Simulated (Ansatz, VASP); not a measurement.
## InAs4: VASP beside Ansatz

INCAR

```
SYSTEM = InAs4
PREC = Accurate
ENCUT = 600
EDIFF = 1E-6
ISMEAR = 0
SIGMA = 0.1
LREAL = .False.
LASPH = .True.
NELM = 60
ALGO = Normal
ISIF = 3
LWAVE = .False.
LCHARG = .False.
GGA = PE
IVDW = 12
IBRION = 2
NSW = 90
EDIFFG = -0.04
```

File KPOINTS:

```
Automatic mesh
0
Gamma
  4 4 4
  0 0 0
```

The input POSCAR:

```
InAs4
1.0
    5.3327113000      0.0000000000      0.0000000000
    0.0000000000      5.3327113000      0.0000000000
    0.0000000000      0.0000000000      3.8932627800
In As
1 4
Direct
    0.5000000000      0.5000000000      0.5000000000
    0.2500000000      0.2500000000      0.0000000000
    0.2500000000      0.7500000000      0.0000000000
    0.7500000000      0.2500000000      0.0000000000
    0.7500000000      0.7500000000      0.0000000000
```

Input for Ansatz:

```yaml
crystal:
  lattice:
    - [5.3327113, 0.0, 0.0]
    - [0.0, 5.3327113, 0.0]
    - [0.0, 0.0, 3.89326278]
  atoms:
    - { symbol: In, position: [0.5, 0.5, 0.5] }
    - { symbol: As, position: [0.25, 0.25, 0.0] }
    - { symbol: As, position: [0.25, 0.75, 0.0] }
    - { symbol: As, position: [0.75, 0.25, 0.0] }
    - { symbol: As, position: [0.75, 0.75, 0.0] }
basis:
  ecutwfc: 420
kpoints:
  mp_grid: { grid: [4, 4, 4] }
hamiltonian:
  xc: pbe
  dispersion: d3bj
scf:
  occupations: { method: gaussian, width: 0.1 }
  lower_state_search: "off"
output:
  forces: true
  stress: true
  eigenvalues: true
relax:
  adjacent_minimum: "off"
  f_tol: 0.04
  max_steps: 70
  cell: { stress_tol: 0.4 }
```

Alike in both runs: task relaxation of cell and atoms; functional PBE; dispersion D3(BJ); k mesh 4 × 4 × 4; occupations gaussian, width 0.1 eV; no spin polarisation.

|  | VASP | Ansatz |
| --- | --- | --- |
| version | VASP 6.6.1 | Ansatz 0.2.0 |
| potentials or method | VASP PAW PBE potentials, release 64 (In_d, As), cutoff 600 eV | scalar-relativistic, plane waves, PAW |
| valence electrons in the cell | 33 | 73 |

Ansatz gave:

* gap on the k mesh at the Fermi level, each at its own relaxed structure (eV): none
* relaxed volume (Å³/atom): 24.69
* relaxed cell length with the largest relative difference (Å): 4.248

**Question.** Which values does VASP return?

**Answer.** gap on the k mesh at the Fermi level, each at its own relaxed structure (eV): none; relaxed volume (Å³/atom): 24.90; relaxed cell length with the largest relative difference (Å): 4.271.

A gap of «none» marks a metal or a gap that the smearing closes. VASP's potentials hold 33 valence electrons a cell and Ansatz's 73, so a difference there can come from the potentials and not from the codes.

The k mesh is coarse, so the values compare programs but aren't converged.
